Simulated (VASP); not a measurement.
A run of VASP 6.6.1 is set up as follows.

File POSCAR:

```
Al2O3
1.0
    2.6535789524      0.0000000000      0.0000000000
   -1.3267894762      2.2980667837      0.0000000000
    0.0000000000      0.0000000000     10.0836948168
Al O
2 3
Direct
    0.0000000000      0.0000000000      0.1499923300
    0.0000000000      0.0000000000      0.8500076700
    0.3333333333      0.6666666667      0.2223169200
    0.6666666667      0.3333333333      0.0000000000
    0.3333333333      0.6666666667      0.7776830800
```

INCAR.step1

```
SYSTEM = Al2O3
  PREC = Accurate
  ENCUT = 520
  ISMEAR = 0
  SIGMA = 0.05
  LREAL = .False.
  LASPH = .True.
  NELM = 100
  NBANDS = 20
  GGA = PE
  ALGO = Normal
  EDIFF = 1E-4
  LWAVE = .True.
  LCHARG = .False.
```

File INCAR.step2:

```
SYSTEM = Al2O3
  PREC = Accurate
  ENCUT = 520
  EDIFF = 1E-6
  ISMEAR = 0
  SIGMA = 0.05
  LREAL = .False.
  LASPH = .True.
  NELM = 100
  ALGO = Normal
  ISIF = 2
  LWAVE = .False.
  LCHARG = .False.
  METAGGA = R2SCAN
  LMIXTAU = .True.
  NBANDS = 20
  ISTART = 1
```

KPOINTS

```
Automatic mesh
0
Gamma
  12 12 4
  0 0 0
```

Potentials or basis: VASP PAW PBE potentials, release 64 (Al, O).

Run with:

```bash
$ cat potpaw_PBE.64/Al/POTCAR potpaw_PBE.64/O/POTCAR > POTCAR
$ cp INCAR.step1 INCAR
$ mpirun -np 1 vasp_std > vasp.out
$ cp INCAR.step2 INCAR
$ mpirun -np 1 vasp_std > vasp.out
```

Problem. Estimate the band gap on the k mesh.

Solution. 6.38 eV.

Problem. Estimate the pressure.

Solution. 22.3 GPa.

Problem. What does it give for the largest force?

Solution. 2.994 eV/Å.

Forces on the atoms (eV/Å):
```
Al   0.000  0.000 -2.994
Al   0.000  0.000  2.994
O    0.000  0.000  0.680
O    0.000  0.000  0.000
O    0.000  0.000 -0.680
```

Caveat: the cell differs from its parent crystal (strain -0.080 along x and y, +0.080 along z); the cell stands under pressure; the PAW data sets were made with another functional, which shifts forces and pressure a little. A k mesh can miss the band edges.
